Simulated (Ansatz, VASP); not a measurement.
# One calculation of Mg2O, two programs

```
Mg O
1.0
    -2.10456    2.10456    5.29003
     2.10456   -2.10456    5.29003
     2.10456    2.10456   -5.29003
Mg O
4 2
Cartesian
  0.0000 0.0000 2.1858
  0.0000 2.1046 4.8309
  0.0000 2.1046 0.4592
  0.0000 0.0000 8.3942
  0.0000 0.0000 0.0000
  0.0000 2.1046 2.6450
```

Alike in both runs: task single point; functional PBE; k mesh 6 × 6 × 6; occupations gaussian, width 0.1 eV; no spin polarisation.

|  | VASP | Ansatz |
| --- | --- | --- |
| version | VASP 6.6.1 | Ansatz 0.2.0 |
| potentials or method | VASP PAW PBE potentials, release 64 (Mg, O), cutoff 520 eV | scalar-relativistic, plane waves, PAW |
| valence electrons in the cell | 20 | 52 |

```csv
,VASP,Ansatz,Ansatz less VASP
gap on the k mesh at the Fermi level (eV),none,none,-
pressure (GPa),-1.8,-1.5,+0.35
"traceless stress, the component that is largest in VASP (GPa)",-3.00,-2.98,+0.027
rms of the force components (eV/Å),0.503,0.505,+0.0018
```

Atom by atom the forces differ by 0.002 eV/Å (rms over components). A gap of «none» marks a metal or a gap that the smearing closes. With one functional, cell and mesh, what is left measures potentials, basis and numerics. VASP's potentials hold 20 valence electrons a cell and Ansatz's 52, so a difference there can come from the potentials and not from the codes.
